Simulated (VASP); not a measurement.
# HfO2 (Fm-3m) in VASP: a series of runs

HfO2 is run at these levels: PBE, r2SCAN; tasks: relaxation of cell and atoms.

Everything below comes from runs of VASP 6.6.1. Logs are shortened: lines on timing, memory, paths and dates and some standing lists are left out, and cuts for length are marked.

### Step 1. The cell of the first run

The structure is cubic, space group Fm-3m (No. 225). The conventional cell has a = 5.671 Å, b = 5.671 Å, c = 5.671 Å, α = 90.00°, β = 90.00°, γ = 90.00°. Hf (site symmetry m-3m) has 8 O at 2.46 Å within 3.2 Å. O (site symmetry -43m) has 4 Hf at 2.46 Å and 6 O at 2.84 Å within 3.2 Å.

### Step 2. Relaxation of cell and atoms, PBE

INCAR reads:

```
ALGO     = Normal         # electronic algorithm
EDIFF    = 1E-6           # SCF threshold, eV
EDIFFG   = -0.005         # ionic threshold
ENCUT    = 600            # plane-wave cutoff, eV
GGA      = PE             # functional
IBRION   = 2              # ionic algorithm
ISIF     = 3              # what is computed and relaxed
ISMEAR   = -1             # smearing method
LASPH    = True           # aspherical terms in the spheres
LCHARG   = False          # write CHGCAR
LREAL    = False          # projectors in reciprocal space
LWAVE    = False          # write WAVECAR
NELM     = 80             # most SCF steps
NSW      = 80             # ionic steps
PREC     = Accurate       # precision mode
SIGMA    = 0.02           # smearing width, eV
```

KPOINTS reads:

```
k-points
0
Gamma
  8 8 8
```

POSCAR reads:

```
HfO2
1.0
    0.0000000000      2.8354234752      2.8354234752
    2.8354234752      0.0000000000      2.8354234752
    2.8354234752      2.8354234752      0.0000000000
Hf O
1 2
Direct
    0.0000000000      0.0000000000      0.0000000000
    0.2500000000      0.2500000000      0.2500000000
    0.7500000000      0.7500000000      0.7500000000
```

Potentials or basis: VASP PAW PBE potentials, release 64 (Hf_pv, O).

The run is started by

```console
> cat potpaw_PBE.64/Hf_pv/POTCAR potpaw_PBE.64/O/POTCAR > POTCAR
> mpirun -np 1 vasp_std > vasp.out
```

OUTCAR:

```text
EDIFF = 1E-6
   EDIFFG = -0.005
   ENCUT = 600
   GGA = PE
   IBRION = 2
   ISIF = 3
   ISMEAR = -1
   LASPH = True
   LREAL = False
   NELM = 80
   NSW = 80
   PREC = Accurate

 ion  position               nearest neighbor table
   1  0.000  0.000  0.000-   2 2.46   3 2.46   3 2.46   3 2.46   3 2.46   2 2.46   2 2.46   2 2.46

   2  0.250  0.250  0.250-   1 2.46   1 2.46   1 2.46   1 2.46
   3  0.750  0.750  0.750-   1 2.46   1 2.46   1 2.46   1 2.46

  LATTYP: Found a face centered cubic cell.
 ALAT       =     5.6708469504

  Lattice vectors:

 A1 = (   0.0000000000,   2.8354234752,   2.8354234752)
 A2 = (   2.8354234752,   0.0000000000,   2.8354234752)
 A3 = (   2.8354234752,   2.8354234752,   0.0000000000)

Analysis of symmetry for initial positions (statically):
=====================================================================
 Subroutine PRICEL returns:
 Original cell was already a primitive cell.

 Routine SETGRP: Setting up the symmetry group for a
 face centered cubic supercell.

 Subroutine GETGRP returns: Found 48 space group operations
 (whereof 48 operations were pure point group operations)
 out of a pool of 48 trial point group operations.

The static configuration has the point symmetry O_h .

Analysis of symmetry for dynamics (positions and initial velocities):
=====================================================================
 Subroutine PRICEL returns:
 Original cell was already a primitive cell.

 Routine SETGRP: Setting up the symmetry group for a
 face centered cubic supercell.

 Subroutine GETGRP returns: Found 48 space group operations
 (whereof 48 operations were pure point group operations)
 out of a pool of 48 trial point group operations.

The dynamic configuration has the point symmetry O_h .

 Subroutine INISYM returns: Found 48 space group operations
 (whereof 48 operations are pure point group operations),
 and found     1 'primitive' translations

----------------------------------------------------------------------------------------

                                     Primitive cell

  volume of cell :      45.5915

  direct lattice vectors                    reciprocal lattice vectors
     0.000000000  2.835423475  2.835423475    -0.176340502  0.176340502  0.176340502
     2.835423475  0.000000000  2.835423475     0.176340502 -0.176340502  0.176340502
     2.835423475  2.835423475  0.000000000     0.176340502  0.176340502 -0.176340502

  length of vectors
     4.009894334  4.009894334  4.009894334     0.305430710  0.305430710  0.305430710

  position of ions in fractional coordinates (direct lattice)
     0.000000000  0.000000000  0.000000000
     0.250000000  0.250000000  0.250000000
     0.750000000  0.750000000  0.750000000

[... 73 lines left out ...]
   LSORBIT =      F    spin-orbit coupling
   LASPH  =      T    aspherical Exc in radial PAW
   ENCUT  =  600.0 eV  44.10 Ry    6.64 a.u.   8.01  8.01  8.01*2*pi/ulx,y,z
   NELM   =     80;   NELMIN=  2; NELMDL= -5     # of ELM steps
   EDIFF  = 0.1E-05   stopping-criterion for ELM
   LREAL  =      F    real-space projection
   EDIFFG = -.5E-02   stopping-criterion for IOM
   NSW    =     80    number of steps for IOM
   IBRION =      2    ionic relax: 0-MD 1-quasi-New 2-CG
   NFREE  =      1    steps in history (QN), initial steepest desc. (CG)
   ISIF   =      3    stress and relaxation
   ISYM   =      2    0-nonsym 1-usesym 2-fastsym
   POTIM  = 0.5000    time-step for ionic-motion
   TEBEG  =    0.0;   TEEND  =   0.0 temperature during run
   PSTRESS=    0.0 pullay stress
   NELECT =      22.0000    total number of electrons
   NUPDOWN=      -1.0000    fix difference up-down
   EMIN   =  10.00;   EMAX   =-10.00  energy-range for DOS
   EFERMI =   0.00;   METHOD = LEGACY
   ISMEAR =    -1;   SIGMA  =   0.02  broadening in eV -4-tet -1-fermi 0-gaus
   EFERMI_NEDOS =   21; number of points for ismear=-14 and -15
   IALGO  =     38    algorithm
   IMIX   =      4    mixing-type and parameters
     AMIX     =   0.40;   BMIX     =  1.00
     AMIX_MAG =   1.60;   BMIX_MAG =  1.00
  volume/ion in A,a.u.               =      15.20       102.56
  Fermi-wavevector in a.u.,A,eV,Ry     =   1.284067  2.426535 22.433679  1.648829
  Thomas-Fermi vector in A             =   2.416283
   LORBIT       =      0    0 simple, 1 ext, 2 COOP (PROOUT), +10 PAW based schemes
   GGA     = PE    functional components
   LHFCALC =     F    Hartree Fock is set to
   AEXX    =    0.0000 exact exchange contribution
   IVDW    =     0    specifies the selected vdW correction
   LEPSILON=     F    determine dielectric tensor
   LRPA    =     F    only Hartree local field effects (RPA)
 conjugate gradient relaxation of ions
 non-spin polarized calculation
  energy-cutoff  :      600.00
  volume of cell :       45.59
 maximum number of plane-waves:      1540
   NGX = 17   NGY = 17   NGZ = 17

--------------------------------------- Ionic step        1  -------------------------------------------

 number of electron      22.0000007 magnetization

 Free energy of the ion-electron system (eV)
  ---------------------------------------------------
  ext. energy  EPLUGINS =         0.00000000
  ---------------------------------------------------
  free energy    TOTEN  =       -28.03063247 eV

  energy without entropy =      -28.03063247  energy(sigma->0) =      -28.03063247

 E-fermi :   2.1794     XC(G=0): -10.1482

 val. band max:        1.7607554189   @ k =   0.5000   0.5000   0.0000
 cond. band min:       4.6097923040   @ k =   0.5000   0.5000   0.0000
 fundamental gap:      2.8490368851
 Fermi energy:         2.1794058859

 k-point     1 :       0.0000    0.0000    0.0000
  band No.  band energies     occupation
      1     -29.5240      2.00000
      2     -29.5240      2.00000
      3     -29.5240      2.00000
      4     -15.1862      2.00000
      5     -13.5682      2.00000
      6      -1.8520      2.00000
      7      -1.8520      2.00000
      8      -1.8520      2.00000
      9       1.3019      2.00000
     10       1.3019      2.00000
     11       1.3019      2.00000
     12       4.6903      0.00000
     13       4.6903      0.00000
     14       5.0731      0.00000
[... 636 lines left out ...]
--------------------------------------- Ionic step        7  -------------------------------------------

 number of electron      21.9999997 magnetization

 Free energy of the ion-electron system (eV)
  ---------------------------------------------------
  ext. energy  EPLUGINS =         0.00000000
  ---------------------------------------------------
  free energy    TOTEN  =       -30.28519345 eV

  energy without entropy =      -30.28519345  energy(sigma->0) =      -30.28519345

 E-fermi :   4.6713     XC(G=0): -11.8331

 val. band max:        4.2663243661   @ k =   0.5000   0.5000   0.0000
 cond. band min:       8.0695716413   @ k =   0.5000   0.5000   0.0000
 fundamental gap:      3.8032472752
 Fermi energy:         4.6713100011

 k-point     1 :       0.0000    0.0000    0.0000
  band No.  band energies     occupation
      1     -25.4219      2.00000
      2     -25.4219      2.00000
      3     -25.4219      2.00000
      4     -14.4551      2.00000
      5     -11.4275      2.00000
      6      -1.0687      2.00000
      7      -1.0687      2.00000
      8      -1.0687      2.00000
      9       3.6603      2.00000
     10       3.6603      2.00000
     11       3.6603      2.00000
     12       8.1495      0.00000
     13       8.1495      0.00000
     14      10.1012      0.00000
[... 445 lines left out ...]
  FREE ENERGIE OF THE ION-ELECTRON SYSTEM (eV)
  ---------------------------------------------------
  free  energy   TOTEN  =       -30.2851934517 eV

  energy  without entropy=      -30.2851934517  energy(sigma->0) =      -30.28519345

 reached required accuracy - stopping structural energy minimisation
```

Run time: 40 s. Hardware: 1 thread of Intel Xeon 6975P-C (Granite Rapids), shared host; peak memory 0.2 GiB.

Results:

```
Free energy                            : -30.2852 eV
Relaxed volume                         : 10.87 Å³/atom
Relaxed cell                           : a = 3.586 Å, b = 3.586 Å, c = 3.586 Å, α = 60.00°, β = 60.00°, γ = 60.00°
Space group after relaxing (to 0.05 Å) : Fm-3m (No. 225)
Energy gained by relaxing              : 751.5 meV/atom
Ionic steps                            : 7
Pressure after relaxing                : 0.0 GPa
Band gap on the k mesh                 : 3.80 eV, direct
```

The path:
| step | energy change (eV) | largest force (eV/Å) | pressure (GPa) | volume (Å³) |
| --- | --- | --- | --- | --- |
| 1 | 0.0000 | 0.0000 | -41.26 | 45.59 |
| 2 | 0.5049 | 0.0000 | 137.85 | 24.34 |
| 3 | -2.2449 | 0.0000 | -4.76 | 33.25 |
| 4 | -2.2536 | 0.0000 | -1.57 | 32.81 |
| 5 | -2.2545 | 0.0000 | 0.20 | 32.58 |
| 6 | -2.2545 | 0.0000 | -0.23 | 32.64 |
| 7 | -2.2546 | 0.0000 | 0.00 | 32.61 |

Final structure:
```
Hf O
1.0
     0.00000    2.53572    2.53572
     2.53572    0.00000    2.53572
     2.53572    2.53572    0.00000
Hf O
1 2
Direct
  0.00000 0.00000 0.00000
  0.25000 0.25000 0.25000
  0.75000 0.75000 0.75000
```

Caveat: the volume moved by over 15 % at a fixed basis, so the end points are rough; spin-orbit coupling is left out, which moves the levels of the heavy elements. A k mesh can miss the band edges.

### Step 3. Relaxation of cell and atoms, r2SCAN

This run uses another cell than the first one, of 11.04 Å³/atom, 0.726 times its volume.

POSCAR reads:

```
HfO2
1.0
    0.0000000000      2.5488060284      2.5488060284
    2.5488060284      0.0000000000      2.5488060284
    2.5488060284      2.5488060284      0.0000000000
Hf O
1 2
Direct
    0.0000000000      0.0000000000      0.0000000000
    0.2500000000      0.2500000000      0.2500000000
    0.7500000000      0.7500000000      0.7500000000
```

INCAR.step1 reads:

```
ALGO     = Normal         # electronic algorithm
EDIFF    = 1E-4           # SCF threshold, eV
ENCUT    = 600            # plane-wave cutoff, eV
GGA      = PE             # functional
ISMEAR   = -1             # smearing method
LASPH    = True           # aspherical terms in the spheres
LCHARG   = False          # write CHGCAR
LREAL    = False          # projectors in reciprocal space
LWAVE    = True           # write WAVECAR
NELM     = 80             # most SCF steps
PREC     = Accurate       # precision mode
SIGMA    = 0.02           # smearing width, eV
```

INCAR.step2 reads:

```
ALGO     = Normal         # electronic algorithm
EDIFF    = 1E-6           # SCF threshold, eV
EDIFFG   = -0.005         # ionic threshold
ENCUT    = 600            # plane-wave cutoff, eV
IBRION   = 2              # ionic algorithm
ISIF     = 3              # what is computed and relaxed
ISMEAR   = -1             # smearing method
ISTART   = 1            
LASPH    = True           # aspherical terms in the spheres
LCHARG   = False          # write CHGCAR
LMIXTAU  = True         
LREAL    = False          # projectors in reciprocal space
LWAVE    = False          # write WAVECAR
METAGGA  = R2SCAN         # meta-GGA
NELM     = 80             # most SCF steps
NSW      = 80             # ionic steps
PREC     = Accurate       # precision mode
SIGMA    = 0.02           # smearing width, eV
```

KPOINTS is that of step 2.

Potentials or basis: VASP PAW PBE potentials, release 64 (Hf_pv, O).

The run is started by

```console
> cat potpaw_PBE.64/Hf_pv/POTCAR potpaw_PBE.64/O/POTCAR > POTCAR
> cp INCAR.step1 INCAR
> mpirun -np 1 vasp_std > vasp.out
> cp INCAR.step2 INCAR
> mpirun -np 1 vasp_std > vasp.out
```

It took 2.7 min on 1 thread of Intel Xeon 6975P-C (Granite Rapids), shared host; peak memory 0.19 GiB.

Results (log left out):

* Free energy: -68.5640 eV
* Relaxed volume: 10.62 Å³/atom
* Relaxed cell: a = 3.558 Å, b = 3.558 Å, c = 3.558 Å, α = 60.00°, β = 60.00°, γ = 60.00°
* Space group after relaxing (to 0.05 Å): Fm-3m (No. 225)
* Energy gained by relaxing: 13.5 meV/atom
* Ionic steps: 4
* Pressure after relaxing: 0.0 GPa
* Band gap on the k mesh: 4.36 eV, direct

The path:
```
step  energy change (eV)  largest force (eV/Å)  pressure (GPa)  volume (Å³)
   1              0.0000                0.0000          -10.00        33.12
   2              0.0720                0.0000           19.87        29.92
   3             -0.0406                0.0000           -0.23        31.87
   4             -0.0406                0.0000           -0.01        31.85
```

Final structure:
```
Hf O
1.0
     0.00000    2.51578    2.51578
     2.51578    0.00000    2.51578
     2.51578    2.51578    0.00000
Hf O
1 2
Direct
  0.00000 0.00000 0.00000
  0.25000 0.25000 0.25000
  0.75000 0.75000 0.75000
```

Levels at points of the mesh, in eV from the valence-band top:
| k point | band 9 | band 10 | band 11 | band 12 | band 13 | band 14 |
| --- | --- | --- | --- | --- | --- | --- |
| (0.00, 0.00, 0.00) | -0.65 | -0.65 | -0.65 | 4.47 | 4.47 | 6.66 |
| (0.50, 0.00, 0.00) | -2.86 | -1.92 | -1.92 | 5.19 | 5.19 | 7.72 |
| (0.50, 0.50, 0.00) | -1.59 | -1.59 | 0.00 | 4.36 | 6.14 | 7.39 |

Caveat: the PAW data sets were made with another functional, which shifts forces and pressure a little; spin-orbit coupling is left out, which moves the levels of the heavy elements.
